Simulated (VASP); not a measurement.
# MoS2: single point with PBEsol

MoS2, a slab with vacuum:

```xyz
9
Lattice="3.1414 0.0000 0.0000 -1.5707 2.7206 0.0000 0.0000 0.0000 30.6970" Properties=species:S:1:pos:R:3 pbc="T T T"
S     1.5707    0.9069    7.5000
S     1.5707    0.9069   10.6182
S     0.0000    1.8137   13.7894
S     0.0000    1.8137   16.9076
S     1.5707    0.9069   20.0788
S     1.5707    0.9069   23.1970
Mo    0.0000    1.8137    9.0591
Mo    1.5707    0.9069   15.3485
Mo    0.0000    1.8137   21.6379
```

* Program: VASP 6.6.1
* Task: single point
* Functional: PBEsol
* Potentials or basis: VASP PAW PBE potentials, release 64 (S, Mo_sv)
* Cutoff: 520 eV
* k mesh: 9 × 9 × 1
* Occupations: methfessel-paxton, width 0.2 eV
* Spin: no spin polarisation

The largest force is 0.023 eV/Å and the band gap on the k mesh is 1.28 eV (least direct gap 1.76 eV).

Forces in eV/Å, atoms in the order of the input:
```
S    0.000  0.000  0.020
S    0.000  0.000  0.002
S    0.000  0.000  0.000
S    0.000  0.000  0.000
S    0.000  0.000 -0.002
S    0.000  0.000 -0.020
Mo   0.000  0.000 -0.023
Mo   0.000  0.000  0.000
Mo   0.000  0.000  0.023
```

Levels at points of the mesh, in eV from the valence-band top:
```tsv
k point	band 36	band 37	band 38	band 39	band 40	band 41	band 42	band 43
(0.00, 0.00, 0.00)	-1.66	-0.82	-0.32	0.00	2.40	2.40	2.41	2.41
```

Wall time 2.8 min on 1 thread of Intel(R) Xeon(R) 6975P-C (Granite Rapids), with other jobs on the host, peak memory 0.4 GiB.

Caveat: the PAW data sets were made with another functional, which shifts forces and pressure a little.
